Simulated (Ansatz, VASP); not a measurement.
**Two plane-wave programs on K**

INCAR

```
PREC = Accurate
ENCUT = 520
EDIFF = 1E-6
ISMEAR = 0
SIGMA = 0.1
LREAL = F
LASPH = T
NELM = 80
ALGO = Fast
ISIF = 2
LWAVE = F
LCHARG = F
GGA = PS
NBANDS = 16
```

File KPOINTS:

```
regular mesh
0
Gamma
  12 12 6
```

POSCAR

```
K
1.0
    4.5800571053      0.0000000000      0.0000000000
   -2.2900285526      3.9664458039      0.0000000000
    0.0000000000      0.0000000000      7.4903759094
K
2
Direct
    0.3333333333      0.6666666667      0.2500000000
    0.6666666667      0.3333333333      0.7500000000
```

Input for Ansatz:

```yaml
crystal:
  lattice:
    - [4.5800571053, 0.0, 0.0]
    - [-2.2900285526, 3.9664458039, 0.0]
    - [0.0, 0.0, 7.4903759094]
  atoms:
    - { symbol: K, position: [0.3333333333, 0.6666666667, 0.25] }
    - { symbol: K, position: [0.6666666667, 0.3333333333, 0.75] }
basis:
  ecutwfc: 420
kpoints:
  mp_grid: { grid: [12, 12, 6] }
hamiltonian:
  xc: pbesol
scf:
  occupations: { method: gaussian, width: 0.1 }
output:
  forces: true
  stress: true
  eigenvalues: true
```

Change from the starting cell: equal strain along all axes, cell held, atoms relaxed: -1.5 %.

Alike in both runs: task single point; functional PBEsol; k mesh 12 × 12 × 6; occupations gaussian, width 0.1 eV; no spin polarisation.

|  | VASP | Ansatz |
| --- | --- | --- |
| version | VASP 6.6.1 | Ansatz 0.2.0 |
| potentials or method | VASP PAW PBE potentials, release 64 (K_sv), cutoff 520 eV | scalar-relativistic, plane waves, PAW |
| valence electrons in the cell | 18 | 18 |

|  | VASP | Ansatz | Ansatz less VASP |
| --- | --- | --- | --- |
| gap on the k mesh at the Fermi level (eV) | none | none | - |
| pressure (GPa) | 0.2 | 0.2 | +0.01 |

VASP's potentials were made for PBE, not for PBEsol. A gap of «none» marks a metal or a gap that the smearing closes. With one functional, cell and mesh, what is left measures potentials, basis and numerics.
